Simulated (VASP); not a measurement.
# AlN (Cm) in VASP: further runs

AlN is run at these levels: r2SCAN; tasks: single point.

All numbers are computed with VASP 6.6.1; they aren't measurements. Logs are shortened: lines on timing, memory, paths and dates and some standing lists are left out, and cuts for length are marked.

## (1) The cell of the first run

It takes space group Cm (No. 8, monoclinic). Conventional cell: a = 5.350 Å, b = 3.089 Å, c = 3.089 Å, α = 90.00°, β = 125.26°, γ = 90.00°. Within 2.1 Å of Al (site symmetry m) lie 3 N at 1.56 to 1.94 Å. N (site symmetry m) has 3 Al at 1.56 to 1.94 Å within 2.1 Å.

## (2) Single point, r2SCAN (atom 2 (N) moved by (-0.300, -0.300) A along x and z)

Input file POSCAR:

```
AlN
1.0
    0.0000000000      2.1839935596      2.1839935596
    2.1839935596      0.0000000000      2.1839935596
    2.1839935596      2.1839935596      0.0000000000
Al N
1 1
Direct
    0.0000000000      0.0000000000      0.0000000000
    0.7500000000      0.6126369576      0.7500000000
```

Input file INCAR.step1:

```
PREC = Accurate
ENCUT = 520
ISMEAR = 0
SIGMA = 0.05
LREAL = False
LASPH = True
NELM = 60
NBANDS = 11
GGA = PE
ALGO = Normal
EDIFF = 1E-4
LWAVE = True
LCHARG = False
```

Input file INCAR.step2:

```
PREC = Accurate
ENCUT = 520
EDIFF = 1E-6
ISMEAR = 0
SIGMA = 0.05
LREAL = False
LASPH = True
NELM = 60
ALGO = Normal
ISIF = 2
LWAVE = False
LCHARG = False
METAGGA = R2SCAN
LMIXTAU = True
NBANDS = 11
ISTART = 1
```

Input file KPOINTS:

```
regular mesh
0
Gamma
  10 10 10
```

Potentials or basis: VASP PAW PBE potentials, release 64 (Al, N).

The run is started by

```sh
> cat potpaw_PBE.64/Al/POTCAR potpaw_PBE.64/N/POTCAR > POTCAR
> cp INCAR.step1 INCAR
> mpirun -np 1 vasp_std > vasp.out
> cp INCAR.step2 INCAR
> mpirun -np 1 vasp_std > vasp.out
```

OUTCAR:

```text
PREC = Accurate
   ENCUT = 520
   EDIFF = 1E-6
   ISMEAR = 0
   LREAL = False
   LASPH = True
   NELM = 60
   ISIF = 2
   METAGGA = R2SCAN
   ISTART = 1

 ion  position               nearest neighbor table
   1  0.000  0.000  0.000-   2 1.56   2 1.94   2 1.94   2 2.25
   2  0.750  0.613  0.750-   1 1.56   1 1.94   1 1.94   1 2.25

  LATTYP: Found a face centered cubic cell.
 ALAT       =     4.3679871192

  Lattice vectors:

 A1 = (   0.0000000000,   2.1839935596,   2.1839935596)
 A2 = (   2.1839935596,   0.0000000000,   2.1839935596)
 A3 = (   2.1839935596,   2.1839935596,   0.0000000000)

Analysis of symmetry for initial positions (statically):
=====================================================================
 Subroutine PRICEL returns:
 Original cell was already a primitive cell.

 Routine SETGRP: Setting up the symmetry group for a
 face centered cubic supercell.

 Subroutine GETGRP returns: Found  2 space group operations
 (whereof  2 operations were pure point group operations)
 out of a pool of 48 trial point group operations.

The static configuration has the point symmetry C_1h.

Analysis of symmetry for dynamics (positions and initial velocities):
=====================================================================
 Subroutine PRICEL returns:
 Original cell was already a primitive cell.

 Routine SETGRP: Setting up the symmetry group for a
 face centered cubic supercell.

 Subroutine GETGRP returns: Found  2 space group operations
 (whereof  2 operations were pure point group operations)
 out of a pool of 48 trial point group operations.

The dynamic configuration has the point symmetry C_1h.

 Subroutine INISYM returns: Found  2 space group operations
 (whereof  2 operations are pure point group operations),
 and found     1 'primitive' translations

----------------------------------------------------------------------------------------

                                     Primitive cell

  volume of cell :      20.8345

  direct lattice vectors                    reciprocal lattice vectors
     0.000000000  2.183993560  2.183993560    -0.228938404  0.228938404  0.228938404
     2.183993560  0.000000000  2.183993560     0.228938404 -0.228938404  0.228938404
     2.183993560  2.183993560  0.000000000     0.228938404  0.228938404 -0.228938404

  length of vectors
     3.088633312  3.088633312  3.088633312     0.396532948  0.396532948  0.396532948

  position of ions in fractional coordinates (direct lattice)
     0.000000000  0.000000000  0.000000000
[... 86 lines left out ...]
   POTIM  = 0.5000    time-step for ionic-motion
   TEBEG  =    0.0;   TEEND  =   0.0 temperature during run
   PSTRESS=    0.0 pullay stress
   NELECT =       8.0000    total number of electrons
   NUPDOWN=      -1.0000    fix difference up-down
   EMIN   =  10.00;   EMAX   =-10.00  energy-range for DOS
   EFERMI =   0.00;   METHOD = LEGACY
   ISMEAR =     0;   SIGMA  =   0.05  broadening in eV -4-tet -1-fermi 0-gaus
   EFERMI_NEDOS =   21; number of points for ismear=-14 and -15
   IALGO  =     38    algorithm
   IMIX   =      4    mixing-type and parameters
     AMIX     =   0.40;   BMIX     =  1.00
     AMIX_MAG =   1.60;   BMIX_MAG =  1.00
  volume/ion in A,a.u.               =      10.42        70.30
  Fermi-wavevector in a.u.,A,eV,Ry     =   1.189899  2.248583 19.263943  1.415860
  Thomas-Fermi vector in A             =   2.325996
   LORBIT       =      0    0 simple, 1 ext, 2 COOP (PROOUT), +10 PAW based schemes
   METAGGA = R2SCAN    functional components
   LHFCALC =     F    Hartree Fock is set to
   AEXX    =    0.0000 exact exchange contribution
   IVDW    =     0    specifies the selected vdW correction
   LEPSILON=     F    determine dielectric tensor
   LRPA    =     F    only Hartree local field effects (RPA)
 non-spin polarized calculation
 Gauss-broadening in eV      SIGMA  =   0.05
  energy-cutoff  :      520.00
  volume of cell :       20.83
 maximum number of plane-waves:       571
   NGX = 11   NGY = 11   NGZ = 11

 number of electron       8.0000000 magnetization

 Free energy of the ion-electron system (eV)
  ---------------------------------------------------
  ext. energy  EPLUGINS =         0.00000000
  ---------------------------------------------------
  free energy    TOTEN  =       -17.61263835 eV

  energy without entropy =      -17.61263835  energy(sigma->0) =      -17.61263835

 E-fermi :   6.8702     XC(G=0): -11.3903

 val. band max:        6.5562265837   @ k =   0.0000   0.0000   0.0000
 cond. band min:       9.5037421152   @ k =   0.5000   0.0000   0.5000
 fundamental gap:      2.9475155315
 Fermi energy:         6.8702228834

 k-point     1 :       0.0000    0.0000    0.0000
  band No.  band energies     occupation
      1     -10.0983      2.00000
      2       4.6403      2.00000
      3       5.6272      2.00000
      4       6.5562      2.00000
      5      10.2034      0.00000
      6      19.0949      0.00000
      7      19.2401      0.00000
      8      19.5490      0.00000
      9      23.8470      0.00000
     10      23.8666      0.00000
     11      24.8171      0.00000
[... 309 lines left out ...]
 k-point    24 :       0.2000    0.2000    0.1000
  band No.  band energies     occupation
      1      -9.5910      2.00000
      2       3.7394      2.00000
      3       4.7892      2.00000
      4       5.4551      2.00000
      5      12.1805      0.00000
      6      17.6670      0.00000
      7      18.6380      0.00000
      8      19.8539      0.00000
      9      21.2391      0.00000
     10      24.6875      0.00000
     11      25.2210      0.00000

 [... further k-points ...]

------------------------ aborting loop because EDIFF is reached ----------------------------------------

  FORCE on cell =-STRESS in cart. coord.  units (eV):
  Direction    XX          YY          ZZ          XY          YZ          ZX
  --------------------------------------------------------------------------------------
  -------------------------------------------------------------------------------------
  Total        2.0505704      5.7468307      2.0505704     -4.1583609     -4.1583750      3.1720864
  in kB      157.6889343    441.9314706    157.6889343   -319.7780914   -319.7791786    243.9335465
  external PRESSURE =     252.4364464 kB  Pullay stress =       0.0000000 kB

 VOLUME and BASIS-vectors are now :
 -----------------------------------------------------------------------------
  energy-cutoff  :      520.00
  volume of cell :       20.83
      direct lattice vectors                 reciprocal lattice vectors
     0.000000000  2.183993560  2.183993560    -0.228938404  0.228938404  0.228938404
     2.183993560  0.000000000  2.183993560     0.228938404 -0.228938404  0.228938404
     2.183993560  2.183993560  0.000000000     0.228938404  0.228938404 -0.228938404

 POSITION                                       TOTAL-FORCE (eV/Angst)
 -----------------------------------------------------------------------------------
      0.00000      0.00000      0.00000        -5.864181      6.429432     -5.864181
      2.97599      3.27599      2.97599         5.864181     -6.429432      5.864181
 -----------------------------------------------------------------------------------
    total drift:                                0.000490      0.000124      0.000490

  FREE ENERGIE OF THE ION-ELECTRON SYSTEM (eV)
  ---------------------------------------------------
  free  energy   TOTEN  =       -17.6126383505 eV

  energy  without entropy=      -17.6126383505  energy(sigma->0) =      -17.61263835
```

OUTCAR.step1:

```text
PREC = Accurate
   ENCUT = 520
   ISMEAR = 0
   LREAL = False
   LASPH = True
[... 557 lines left out ...]
      0.00000      0.00000      0.00000        -5.712148      6.345708     -5.712148
      2.97599      3.27599      2.97599         5.712148     -6.345708      5.712148
 -----------------------------------------------------------------------------------
    total drift:                               -0.008115      0.008116     -0.008115

  FREE ENERGIE OF THE ION-ELECTRON SYSTEM (eV)
  ---------------------------------------------------
  free  energy   TOTEN  =       -13.3167489521 eV

  energy  without entropy=      -13.3167489521  energy(sigma->0) =      -13.31674895
```

OSZICAR.step1:

```text
N       E                     dE             d eps       ncg     rms          rms(c)
DAV:   1     0.124190606496E+02    0.12419E+02   -0.39196E+03  6364   0.607E+02
DAV:   2    -0.154291432780E+02   -0.27848E+02   -0.26870E+02  7368   0.140E+02
DAV:   3    -0.163392819585E+02   -0.91014E+00   -0.90904E+00  7647   0.241E+01
DAV:   4    -0.163439498034E+02   -0.46678E-02   -0.46675E-02  6984   0.188E+00
DAV:   5    -0.163440043720E+02   -0.54569E-04   -0.54568E-04  7506   0.196E-01    0.978E+00
DAV:   6    -0.133567183430E+02    0.29873E+01   -0.14854E+01  7101   0.194E+01    0.315E+00
DAV:   7    -0.133315296438E+02    0.25189E-01   -0.21922E-01  6963   0.373E+00    0.226E+00
DAV:   8    -0.133177060746E+02    0.13824E-01   -0.43940E-02  6885   0.180E+00    0.407E-01
DAV:   9    -0.133166783225E+02    0.10278E-02   -0.66889E-03  7380   0.524E-01    0.181E-01
DAV:  10    -0.133167489521E+02   -0.70630E-04   -0.57593E-04  6834   0.179E-01
   1 F= -.13316749E+02 E0= -.13316749E+02  d E =-.570473E-15
```

Run time: 84 s. Hardware: 1 thread of Intel Xeon Platinum 8488C (Sapphire Rapids), shared host; peak memory 0.18 GiB.

What came out:

```yaml
Free_energy: -17.6126 eV
Pressure: 25.2 GPa
Largest_force: 10.494 eV/Å
Band_gap_on_the_k_mesh: 2.95 eV (least direct gap 3.65 eV)
```

Forces on the atoms (eV/Å):
```
Al  -5.864  6.429 -5.864
N    5.864 -6.429  5.864
```

Levels at points of the mesh, in eV from the valence-band top:
```csv
k point,band 2,band 3,band 4,band 5,band 6,band 7
"(0.00, 0.00, 0.00)",-1.92,-0.93,0.00,3.65,12.54,12.68
"(0.50, 0.00, 0.00)",-6.77,-2.00,-0.69,6.64,9.47,10.87
"(0.00, 0.50, 0.00)",-7.05,-1.28,-0.68,6.66,9.13,11.18
"(0.50, 0.50, 0.50)",-6.35,-2.23,-1.41,7.31,9.83,10.58
"(0.50, 0.50, 0.00)",-5.86,-3.11,-2.22,3.09,8.17,13.35
"(0.50, 0.00, 0.50)",-5.88,-2.62,-2.37,2.95,7.72,13.19
```

Caveat: the cell differs from its parent crystal (atom 2 (N) moved by (-0.300, -0.300) A along x and z); the cell stands under pressure; the PAW data sets were made with another functional, which shifts forces and pressure a little.

## (3) Single point, r2SCAN (atom 2 (N) moved by (-0.150, -0.150) A along x and z)

POSCAR, as its differences from that of step 2:

```diff
@@ -9,2 +9,2 @@
     0.0000000000      0.0000000000      0.0000000000
-    0.7500000000      0.6126369576      0.7500000000
+    0.7500000000      0.6813184788      0.7500000000
```

Input file INCAR.step1:

```
PREC     = Accurate       # precision mode
ENCUT    = 520            # plane-wave cutoff, eV
ISMEAR   = 0              # smearing method
SIGMA    = 0.05           # smearing width, eV
LREAL    = False          # projectors in reciprocal space
LASPH    = True           # aspherical terms in the spheres
NELM     = 80             # most SCF steps
NBANDS   = 11             # bands
GGA      = PE             # functional
ALGO     = Normal         # electronic algorithm
EDIFF    = 1E-4           # SCF threshold, eV
LWAVE    = True           # write WAVECAR
LCHARG   = False          # write CHGCAR
```

Input file INCAR.step2:

```
PREC     = Accurate       # precision mode
ENCUT    = 520            # plane-wave cutoff, eV
EDIFF    = 1E-6           # SCF threshold, eV
ISMEAR   = 0              # smearing method
SIGMA    = 0.05           # smearing width, eV
LREAL    = False          # projectors in reciprocal space
LASPH    = True           # aspherical terms in the spheres
NELM     = 80             # most SCF steps
ALGO     = Normal         # electronic algorithm
ISIF     = 2              # what is computed and relaxed
LWAVE    = False          # write WAVECAR
LCHARG   = False          # write CHGCAR
METAGGA  = R2SCAN         # meta-GGA
LMIXTAU  = True         
NBANDS   = 11             # bands
ISTART   = 1
```

Input file KPOINTS:

```
Automatic mesh
0
Gamma
  10 10 10
```

Potentials or basis: VASP PAW PBE potentials, release 64 (Al, N).

The run is started by

```sh
> cat potpaw_PBE.64/Al/POTCAR potpaw_PBE.64/N/POTCAR > POTCAR
> cp INCAR.step1 INCAR
> mpirun -np 1 vasp_std > vasp.out
> cp INCAR.step2 INCAR
> mpirun -np 1 vasp_std > vasp.out
```

OUTCAR:

```text
PREC = Accurate
   ENCUT = 520
   EDIFF = 1E-6
   ISMEAR = 0
   LREAL = False
   LASPH = True
   NELM = 80
   ISIF = 2
   METAGGA = R2SCAN
   ISTART = 1

 ion  position               nearest neighbor table
   1  0.000  0.000  0.000-   2 1.72   2 1.90   2 1.90   2 2.07
   2  0.750  0.681  0.750-   1 1.72   1 1.90   1 1.90   1 2.07

  LATTYP: Found a face centered cubic cell.
 ALAT       =     4.3679871192

  Lattice vectors:

 A1 = (   0.0000000000,   2.1839935596,   2.1839935596)
[... 522 lines left out ...]
------------------------ aborting loop because EDIFF is reached ----------------------------------------

  FORCE on cell =-STRESS in cart. coord.  units (eV):
  Direction    XX          YY          ZZ          XY          YZ          ZX
  --------------------------------------------------------------------------------------
  -------------------------------------------------------------------------------------
  Total        0.5304756      1.1983563      0.5304756     -1.5232155     -1.5232092      0.8639578
  in kB       40.7935877     92.1536361     40.7935877   -117.1353191   -117.1348369     66.4383848
  external PRESSURE =      57.9136038 kB  Pullay stress =       0.0000000 kB

 VOLUME and BASIS-vectors are now :
 -----------------------------------------------------------------------------
  energy-cutoff  :      520.00
  volume of cell :       20.83
      direct lattice vectors                 reciprocal lattice vectors
     0.000000000  2.183993560  2.183993560    -0.228938404  0.228938404  0.228938404
     2.183993560  0.000000000  2.183993560     0.228938404 -0.228938404  0.228938404
     2.183993560  2.183993560  0.000000000     0.228938404  0.228938404 -0.228938404

 POSITION                                       TOTAL-FORCE (eV/Angst)
 -----------------------------------------------------------------------------------
      0.00000      0.00000      0.00000        -2.448044      1.457918     -2.448044
      3.12599      3.27599      3.12599         2.448044     -1.457918      2.448044
 -----------------------------------------------------------------------------------
    total drift:                                0.000434      0.002542      0.000434

  FREE ENERGIE OF THE ION-ELECTRON SYSTEM (eV)
  ---------------------------------------------------
  free  energy   TOTEN  =       -18.8256632402 eV

  energy  without entropy=      -18.8256632402  energy(sigma->0) =      -18.82566324
```

Wall time 78 s (1 thread of Intel Xeon Platinum 8488C (Sapphire Rapids), shared host); peak memory 0.18 GiB.

Results:

| Item | Value |
| --- | --- |
| Free energy | -18.8257 eV |
| Pressure | 5.8 GPa |
| Largest force | 3.757 eV/Å |
| Band gap on the k mesh | 3.37 eV (least direct gap 4.26 eV) |

Forces in eV/Å, atoms in the order of the input:
```
Al  -2.448  1.458 -2.448
N    2.448 -1.458  2.448
```

Levels at points of the mesh, in eV from the valence-band top:
| k point | band 2 | band 3 | band 4 | band 5 | band 6 | band 7 |
| --- | --- | --- | --- | --- | --- | --- |
| (0.00, 0.00, 0.00) | -1.11 | -0.54 | 0.00 | 4.26 | 12.96 | 12.96 |
| (0.50, 0.00, 0.00) | -6.43 | -1.40 | -0.62 | 7.50 | 10.14 | 11.21 |
| (0.00, 0.50, 0.00) | -6.62 | -0.98 | -0.57 | 7.41 | 9.97 | 11.42 |
| (0.50, 0.50, 0.50) | -6.19 | -1.52 | -1.04 | 7.77 | 10.35 | 11.15 |
| (0.50, 0.50, 0.00) | -5.49 | -2.60 | -2.06 | 3.42 | 8.83 | 14.38 |
| (0.50, 0.00, 0.50) | -5.51 | -2.32 | -2.24 | 3.37 | 8.68 | 14.36 |

Caveat: the cell differs from its parent crystal (atom 2 (N) moved by (-0.150, -0.150) A along x and z); the cell stands under pressure; the PAW data sets were made with another functional, which shifts forces and pressure a little. A k mesh can miss the band edges.
